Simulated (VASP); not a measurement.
Set up this calculation in VASP 6.6.1, as the native input.

```
Task                   : single point
Functional             : PBE
Potentials or basis    : VASP PAW PBE potentials, release 64 (Na_pv, Cl)
Cutoff                 : 520 eV
k mesh                 : 4 × 4 × 4
Occupations            : gaussian, width 0.1 eV
Spin                   : no spin polarisation
Dipole correction      : no
Further INCAR settings : ALGO = Normal; EDIFF = 1e-06; NBANDS = 26
```

The structure of Na2Cl3 lies in POSCAR:

```
Na2Cl3
1.0
    4.5890558936      0.0000000000      0.0000000000
    0.0000000000      4.5890558936      0.0000000000
    0.0000000000      0.0000000000      8.5261419427
Na Cl
2 3
Direct
    0.0000000000      0.0000000000      0.6985405833
    0.0000000000      0.0000000000      0.3014594167
    0.0000000000      0.0000000000      0.0000000000
    0.0000000000      0.5000000000      0.5000000000
    0.5000000000      0.0000000000      0.5000000000
```

One way to write it, as run:

INCAR

```
SYSTEM = Na2Cl3
PREC = Accurate
ENCUT = 520
EDIFF = 1E-6
ISMEAR = 0
SIGMA = 0.1
LREAL = .FALSE.
LASPH = .TRUE.
NELM = 100
ALGO = Normal
ISIF = 2
LWAVE = .FALSE.
LCHARG = .FALSE.
GGA = PE
NBANDS = 26
```

KPOINTS

```
regular mesh
0
G
  4 4 4
  0 0 0
```

Potentials or basis: VASP PAW PBE potentials, release 64 (Na_pv, Cl).

Launch:

```bash
$ cat potpaw_PBE.64/Na_pv/POTCAR potpaw_PBE.64/Cl/POTCAR > POTCAR
$ mpirun -np 1 vasp_std > vasp.out
```

Results of the run:

The pressure is 0.1 GPa and the largest force is 0.011 eV/Å.

Caveat: an odd number of electrons without spin polarisation forces a metal; a magnetic or distorted state may lie lower.

Run time: 110 s on 1 thread of Intel(R) Xeon(R) Platinum 8259CL CPU @ 2.50GHz (Skylake/Cascade Lake) (shared host), peak memory 0.29 GiB.
